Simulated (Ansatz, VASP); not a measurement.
# One calculation of Se, two programs

```
Se
1.0
     3.94094    0.00000    0.00000
    -1.97047    3.41295    0.00000
     0.00000    0.00000    5.46411
Se
3
Direct
  0.26271 0.00000 0.33333
  0.00000 0.26271 0.66667
  0.73729 0.73729 0.00000
```

Alike in both runs: task single point; functional PBE; dispersion D3(BJ); k mesh 9 × 9 × 8; occupations gaussian, width 0.05 eV; no spin polarisation.

|  | VASP | Ansatz |
| --- | --- | --- |
| version | VASP 6.6.1 | Ansatz 0.2.0 |
| potentials or method | VASP PAW PBE potentials, release 64 (Se), cutoff 520 eV | scalar-relativistic, plane waves, PAW |
| valence electrons in the cell | 18 | 48 |

VASP gave:

```
gap on the k mesh at the Fermi level (eV)                     : none
pressure (GPa)                                                : -4.0
traceless stress, the component that is largest in VASP (GPa) : -3.22
rms of the force components (eV/Å)                            : 0.268
```

Task: Which values does Ansatz return?

Result: gap on the k mesh at the Fermi level (eV): none; pressure (GPa): -4.1; traceless stress, the component that is largest in VASP (GPa): -3.25; rms of the force components (eV/Å): 0.273.

Atom by atom the forces differ by 0.005 eV/Å (rms over components). A gap of «none» marks a metal or a gap that the smearing closes. VASP's potentials hold 18 valence electrons a cell and Ansatz's 48, so a difference there can come from the potentials and not from the codes.
